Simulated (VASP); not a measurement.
Here is a VASP 6.6.1 calculation.

The input INCAR:

```
SYSTEM = BN
PREC = Accurate
ENCUT = 520
EDIFF = 1E-6
ISMEAR = 0
SIGMA = 0.05
LREAL = .FALSE.
LASPH = .TRUE.
NELM = 80
ALGO = Normal
ISIF = 2
LWAVE = .FALSE.
LCHARG = .FALSE.
GGA = PE
NBANDS = 11
```

File KPOINTS:

```
regular mesh
0
G
  12 12 12
  0 0 0
```

File POSCAR:

```
BN
1.0
    0.0000000000      1.6447348509      1.9025273001
    1.9025273001      0.0000000000      1.9025273001
    1.9025273001      1.6447348509      0.0000000000
B N
1 1
Direct
    0.0000000000      0.0000000000      0.0000000000
    0.7500000000      0.7500000000      0.7500000000
```

Potentials or basis: VASP PAW PBE potentials, release 64 (B, N).

The run is started by

```sh
$ cat potpaw_PBE.64/B/POTCAR potpaw_PBE.64/N/POTCAR > POTCAR
$ mpirun -np 1 vasp_std > vasp.out
```

Problem. Predict the pressure.

Solution. -0.4 GPa.

Problem. Estimate the band gap on the k mesh.

Solution. 2.28 eV, indirect (least direct gap 7.53 eV).

Stress tensor (GPa, compression positive):
```
-24.26   0.00   0.00
  0.00  47.40   0.00
  0.00   0.00 -24.26
```

 A k mesh can miss the band edges.
